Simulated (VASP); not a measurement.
Write the native input for VASP 6.6.1 that does the following.

```
Task                   : relaxation of volume and atoms at fixed shape
Functional             : LDA
Potentials or basis    : VASP PAW LDA potentials, release 64 (I)
Cutoff                 : 600 eV
k mesh                 : 5 × 5 × 7
Occupations            : fermi-dirac, width 0.02 eV
Spin                   : no spin polarisation
Dipole correction      : no
Further INCAR settings : ALGO = Normal; EDIFF = 1e-07; IBRION = 2; EDIFFG = -0.01; NSW = 80; ISIF = 8
```

The structure of I lies in POSCAR:

```
I
1.0
    2.5383470000     -3.7066250000      0.0000000000
    2.5383470000      3.7066250000      0.0000000000
   -1.6208750000      0.0000000000      2.3810980000
I
1
Direct
    0.5000000000      0.5000000000      0.5000000000
```

One way to write it, as run:

INCAR

```
  PREC = Accurate
  ENCUT = 600
  EDIFF = 1E-7
  ISMEAR = -1
  SIGMA = 0.02
  LREAL = F
  LASPH = T
  NELM = 80
  ALGO = Normal
  ISIF = 8
  LWAVE = F
  LCHARG = F
  GGA = CA
  IBRION = 2
  NSW = 80
  EDIFFG = -0.01
```

KPOINTS

```
Automatic mesh
0
Gamma
  5 5 7
```

Potentials or basis: VASP PAW LDA potentials, release 64 (I).

Run with:

```sh
$ cat potpaw_LDA.64/I/POTCAR > POTCAR
$ mpirun -np 1 vasp_std > vasp.out
```

It gave:

The relaxed volume is 42.08 Å³/atom. The relaxed cell is a = 4.399 Å, b = 4.399 Å, c = 2.821 Å, α = 108.54°, β = 108.54°, γ = 111.19° and the space group after relaxing (to 0.05 Å) is Immm (No. 71). The energy gained by relaxing is 14.0 meV/atom, the ionic steps are 2 and the pressure after relaxing is 0.0 GPa.

Caveat: the k points lie up to 0.38 Å⁻¹ apart in the final cell; an odd number of electrons without spin polarisation forces a metal; a magnetic or distorted state may lie lower.

Run time: 11 s on 1 thread of Intel(R) Xeon(R) 6975P-C (Granite Rapids) (shared host), peak memory 0.17 GiB.
